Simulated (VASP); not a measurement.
A run of VASP 6.6.1 is set up as follows.

Contents of INCAR:

```
PREC = Accurate ; ENCUT = 600
EDIFF = 1E-6 ; ISMEAR = 0
SIGMA = 0.1 ; LREAL = F
LASPH = T ; NELM = 100
ALGO = Fast ; ISIF = 3
LWAVE = F ; LCHARG = F
GGA = PE ; IBRION = 2
NSW = 100 ; EDIFFG = -0.01
```

KPOINTS

```
regular mesh
0
Gamma
  10 10 10
```

Contents of POSCAR:

```
Na3Sc
1.0
    4.9931752194      0.0000000000      0.0000000000
    0.0000000000      4.9931752194      0.0000000000
    0.0000000000      0.0000000000      4.9931752194
Na Sc
3 1
Direct
    0.0000000000      0.5000000000      0.5000000000
    0.5000000000      0.0000000000      0.5000000000
    0.5000000000      0.5000000000      0.0000000000
    0.0000000000      0.0000000000      0.0000000000
```

Potentials or basis: VASP PAW PBE potentials, release 64 (Na_pv, Sc_sv).

Command:

```sh
$ cat potpaw_PBE.64/Na_pv/POTCAR potpaw_PBE.64/Sc_sv/POTCAR > POTCAR
$ mpirun -np 1 vasp_std > vasp.out
```

What does it give for the relaxed cell?

a = 5.026 Å, b = 5.026 Å, c = 5.026 Å, α = 90.00°, β = 90.00°, γ = 90.00°.

Estimate the relaxed volume.

31.74 Å³/atom.

Predict the space group after relaxing (to 0.1 Å).

Pm-3m (No. 221).

Step by step:
```csv
step,energy change (eV),largest force (eV/Å),pressure (GPa),volume (Å³)
1,0.0000,0.0000,0.36,124.49
2,-0.0020,0.0000,0.17,125.75
3,-0.0029,0.0000,0.04,126.98
```
